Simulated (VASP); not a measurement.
Wanted: the native input for a VASP 6.6.1 run.

```
Task                               : single point
Functional                         : HSE06
Potentials or basis                : VASP PAW PBE potentials, release 64 (K_sv, Se, Y_sv)
Cutoff                             : 520 eV
k mesh                             : 4 × 4 × 2
Occupations                        : methfessel-paxton, width 0.001 eV
Spin                               : no spin polarisation
Dipole correction                  : no
Grid for exact exchange (PRECFOCK) : Normal
Further INCAR settings             : ALGO = Normal; EDIFF = 1e-07; NBANDS = 24
Share of exact exchange            : 0.25
Screening parameter                : 0.2079 1/Å
```

The system is KYSe2.

```
K Se Y
1.0
     4.31975    0.00000    0.00000
     0.00000    4.31975    0.00000
     0.00000    0.00000    5.86828
K Se Y
1 2 1
Direct
  0.00000 0.00000 0.00000
  0.00000 0.00000 0.50000
  0.50000 0.50000 0.00000
  0.50000 0.50000 0.50000
```

These files were run (other wordings do the same):

POSCAR

```
KYSe2
1.0
    4.3197464731      0.0000000000      0.0000000000
    0.0000000000      4.3197464731      0.0000000000
    0.0000000000      0.0000000000      5.8682761278
K Se Y
1 2 1
Direct
    0.0000000000      0.0000000000      0.0000000000
    0.0000000000      0.0000000000      0.5000000000
    0.5000000000      0.5000000000      0.0000000000
    0.5000000000      0.5000000000      0.5000000000
```

INCAR.step1

```
SYSTEM = KYSe2
  PREC = Accurate
  ENCUT = 520
  EDIFF = 1E-5
  ISMEAR = 1
  SIGMA = 0.001
  LREAL = .FALSE.
  LASPH = .TRUE.
  NELM = 80
  ALGO = Normal
  ISIF = 2
  LWAVE = .TRUE.
  LCHARG = .FALSE.
  NBANDS = 24
  GGA = PE
```

INCAR.step2

```
SYSTEM = KYSe2
  PREC = Accurate
  ENCUT = 520
  EDIFF = 1E-7
  ISMEAR = 1
  SIGMA = 0.001
  LREAL = .FALSE.
  LASPH = .TRUE.
  NELM = 80
  ALGO = Normal
  ISIF = 2
  LWAVE = .FALSE.
  LCHARG = .FALSE.
  GGA = PE
  LHFCALC = .TRUE.
  HFSCREEN = 0.2079
  PRECFOCK = Normal
  NBANDS = 24
  ISTART = 1
```

KPOINTS

```
Automatic mesh
0
G
  4 4 2
  0 0 0
```

Potentials or basis: VASP PAW PBE potentials, release 64 (K_sv, Se, Y_sv).

Launch:

```bash
$ cat potpaw_PBE.64/K_sv/POTCAR potpaw_PBE.64/Se/POTCAR potpaw_PBE.64/Y_sv/POTCAR > POTCAR
$ cp INCAR.step1 INCAR
$ mpirun -np 1 vasp_std > vasp.out
$ cp INCAR.step2 INCAR
$ mpirun -np 1 vasp_std > vasp.out
```

It gave:

```yaml
Pressure: 0.1 GPa
Band_gap_on_the_k_mesh: 0.85 eV
```

Caveat: the k points lie up to 0.54 Å⁻¹ apart; the PAW data sets were made with another functional, which shifts forces and pressure a little.

It took 44 min on 1 thread of Intel(R) Xeon(R) Platinum 8375C CPU @ 2.90GHz (Ice Lake), with other jobs on the host, peak memory 0.39 GiB.
